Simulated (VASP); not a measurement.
NaH8ClO4: single point with PBE+D3(BJ)

The system is NaH8ClO4.

```
O H Na Cl
1.0
     5.97396    0.00000    0.00000
     0.00000    5.97396    0.00000
     0.00000    0.00000    5.97396
O H Na Cl
4 8 1 1
Direct
  0.58249 0.44630 0.43649
  0.85538 0.81320 0.42012
  0.23078 0.10469 0.37364
  0.13914 0.34444 0.83481
  0.67108 0.57771 0.46018
  0.62113 0.33273 0.54900
  0.78876 0.89401 0.55081
  0.77928 0.87893 0.29538
  0.22049 0.17849 0.52379
  0.12988 0.98569 0.38815
  0.05623 0.45968 0.75091
  0.02094 0.22506 0.85143
  0.40425 0.35442 0.14053
  0.69758 0.05832 0.83373
```

```yaml
Program: VASP 6.6.1
Task: single point
Functional: PBE
Dispersion: D3(BJ)
Potentials_or_basis: VASP PAW PBE potentials, release 64 (O, H, Na_pv, Cl)
Cutoff: 520 eV
k_mesh: 1 × 1 × 1
Occupations: fermi-dirac, width 0.05 eV
Spin: no spin polarisation
Dipole_correction: no
Further_INCAR_settings: ALGO = Normal; EDIFF = 1e-06; NBANDS = 36
```

- Pressure: 0.4 GPa
- Largest force: 2.794 eV/Å
- Band gap on the k mesh: 4.14 eV
- Dispersion energy per atom: -0.041 eV

Forces on the atoms (eV/Å):
```
O   -0.711 -1.119  0.156
O    0.245 -0.351  0.753
O    1.436  2.214  0.916
O   -0.686 -0.080 -0.413
H    0.977  0.888  0.179
H    0.014  0.105  0.129
H    0.169  0.127  0.298
H   -0.354  0.387 -1.073
H    0.258 -0.309 -0.751
H   -1.643 -1.865 -0.020
H    0.411 -0.254  0.332
H    0.136  0.393  0.087
Na  -0.277 -0.418 -0.701
Cl   0.025  0.283  0.108
```

Stress tensor (GPa, compression positive):
```
 0.68  1.88  0.58
 1.88  1.21  0.16
 0.58  0.16 -0.84
```

Levels at points of the mesh, in eV from the valence-band top:
| k point | band 20 | band 21 | band 22 | band 23 | band 24 | band 25 | band 26 | band 27 |
| --- | --- | --- | --- | --- | --- | --- | --- | --- |
| (0.00, 0.00, 0.00) | -0.78 | -0.26 | -0.15 | 0.00 | 4.14 | 7.29 | 7.63 | 8.17 |

Run time: 20 s on 1 thread of AMD EPYC 7R13 Processor (Zen 3) (shared host), peak memory 0.28 GiB.

Caveat: the k points lie up to 1.05 Å⁻¹ apart.
